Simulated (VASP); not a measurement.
Here is a VASP 6.6.1 calculation.

Contents of INCAR:

```
SYSTEM = F
PREC = Accurate
ENCUT = 520
EDIFF = 1E-6
ISMEAR = 0
SIGMA = 0.02
LREAL = .FALSE.
LASPH = .TRUE.
NELM = 100
ALGO = Normal
ISIF = 2
LWAVE = .FALSE.
LCHARG = .FALSE.
GGA = PE
NBANDS = 22
```

The input KPOINTS:

```
regular mesh
0
G
  2 2 1
  0 0 0
```

File POSCAR:

```
F
1.0
    2.7500000000     -1.6400000000      0.0000000000
    2.7500000000      1.6400000000      0.0000000000
   -1.5347200000      0.0000000000      7.1163900000
F
4
Direct
    0.9680000000      0.6020000000      0.0997000000
    0.3980000000      0.0320000000      0.4003000000
    0.0320000000      0.3980000000      0.9003000000
    0.6020000000      0.9680000000      0.5997000000
```

Potentials or basis: VASP PAW PBE potentials, release 64 (F).

Launch:

```sh
$ cat potpaw_PBE.64/F/POTCAR > POTCAR
$ mpirun -np 1 vasp_std > vasp.out
```

Problem. Predict the band gap on the k mesh.

Solution. 1.92 eV.

Problem. Estimate the largest force.

Solution. 1.706 eV/Å.

Forces on the atoms (eV/Å):
```
F   -0.134 -0.477 -1.632
F    0.134 -0.477  1.632
F    0.134  0.477  1.632
F   -0.134  0.477 -1.632
```

Caveat: the k points lie up to 1.12 Å⁻¹ apart; an odd mesh through Γ misses points on the zone boundary, where band edges can lie; forces of over 1 eV/Å act on the atoms, so gaps and moduli don't describe the material at rest. PBE gaps usually lie below the measured ones, often by a third to a half.
